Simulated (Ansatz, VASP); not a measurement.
## Cu in VASP and in Ansatz

Contents of INCAR:

```
SYSTEM = Cu
AGGAC    = 1.0          
AGGAX    = 1.0          
ALDAC    = 0.0          
ALDAX    = 1.0          
ALGO     = Normal         ! electronic algorithm
EDIFF    = 1E-6           ! SCF threshold, eV
EDIFFG   = -0.01          ! ionic threshold
ENCUT    = 600            ! plane-wave cutoff, eV
GGA      = B5             ! functional
IBRION   = 2              ! ionic algorithm
ISIF     = 3              ! what is computed and relaxed
ISMEAR   = -1             ! smearing method
LASPH    = .True.         ! aspherical terms in the spheres
LCHARG   = .False.        ! write CHGCAR
LREAL    = .False.        ! projectors in reciprocal space
LWAVE    = .False.        ! write WAVECAR
NELM     = 80             ! most SCF steps
NSW      = 80             ! ionic steps
PREC     = Accurate       ! precision mode
SIGMA    = 0.1            ! smearing width, eV
```

File KPOINTS:

```
k-points
0
Gamma
  15 15 15
  0 0 0
```

POSCAR

```
Cu
1.0
   -1.4345978267      1.4345978267      1.4345978267
    1.4345978267     -1.4345978267      1.4345978267
    1.4345978267      1.4345978267     -1.4345978267
Cu
1
Direct
    0.0000000000      0.0000000000      0.0000000000
```

Input for Ansatz:

```yaml
crystal:
  lattice:
    - [-1.4345978267, 1.4345978267, 1.4345978267]
    - [1.4345978267, -1.4345978267, 1.4345978267]
    - [1.4345978267, 1.4345978267, -1.4345978267]
  atoms:
    - { symbol: Cu, position: [0.0, 0.0, 0.0] }
hamiltonian:
  xc: blyp
  pseudopotentials:
    kind: paw
    azcp:
      Cu: "pseudopotentials/Cu.paw.azcp"
basis:
  ecutwfc: 420
  fft_grid_basis: typed
kpoints:
  mp_grid: { grid: [15, 15, 15], shift: [0, 0, 0] }
magnetization:
  spin_polarized: false
scf:
  occupations: { method: fermi_dirac, width: 0.1 }
relax:
  max_steps: 60
  f_tol: 0.01
  cell: {}
output:
  write_density: true
  write_potential: true
  elf: true
  volumetric_format: npy
```

Alike in both runs: task relaxation of cell and atoms; functional BLYP; k mesh 15 × 15 × 15; occupations fermi-dirac, width 0.1 eV; no spin polarisation.

|  | VASP | Ansatz |
| --- | --- | --- |
| version | VASP 6.6.1 | Ansatz 0.2.0 |
| potentials or method | VASP PAW PBE potentials, release 64 (Cu), cutoff 600 eV | plane waves (420 eV) with PAW, scalar-relativistic |
| valence electrons in the cell | 11 | 19 |

|  | VASP | Ansatz | Ansatz less VASP |
| --- | --- | --- | --- |
| relaxed volume (Å³/atom) | 12.83 | 12.76 | -0.076 |
| relaxed cell length with the largest relative difference (Å) | 2.554 | 2.549 | -0.0050 |

VASP's potentials were made for PBE, not for BLYP. VASP's potentials hold 11 valence electrons a cell and Ansatz's 19, so a difference there can come from the potentials and not from the codes.
